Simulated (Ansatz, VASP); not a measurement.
One calculation of Li, two programs

```
CELL_PARAMETERS angstrom
5.57701 0.00000 0.00000
-2.78850 4.82983 0.00000
0.00000 0.00000 4.91298
ATOMIC_POSITIONS crystal
Li 0.45182 0.00000 0.25000
Li 0.00000 0.45182 0.25000
Li 0.54818 0.54818 0.25000
Li 0.54818 0.00000 0.75000
Li 0.00000 0.54818 0.75000
Li 0.45182 0.45182 0.75000
```

Alike in both runs: task relaxation of cell and atoms; functional PBE; k mesh 6 × 6 × 4; occupations gaussian, width 0.1 eV; no spin polarisation.

|  | VASP | Ansatz |
| --- | --- | --- |
| version | VASP 6.6.1 | Ansatz 0.2.0 |
| potentials or method | VASP PAW PBE potentials, release 64 (Li_sv), cutoff 600 eV | scalar-relativistic, plane waves, PAW |
| valence electrons in the cell | 18 | 18 |

|  | VASP | Ansatz | Ansatz less VASP |
| --- | --- | --- | --- |
| gap on the k mesh at the Fermi level, each at its own relaxed structure (eV) | none | none | - |
| relaxed volume (Å³/atom) | 20.25 | 20.42 | +0.170 |
| relaxed cell length with the largest relative difference (Å) | 5.284 | 5.305 | +0.0214 |

A gap of «none» marks a metal or a gap that the smearing closes.

Noted on VASP's run: the cutoff is short for stress, so the pressure is rough.
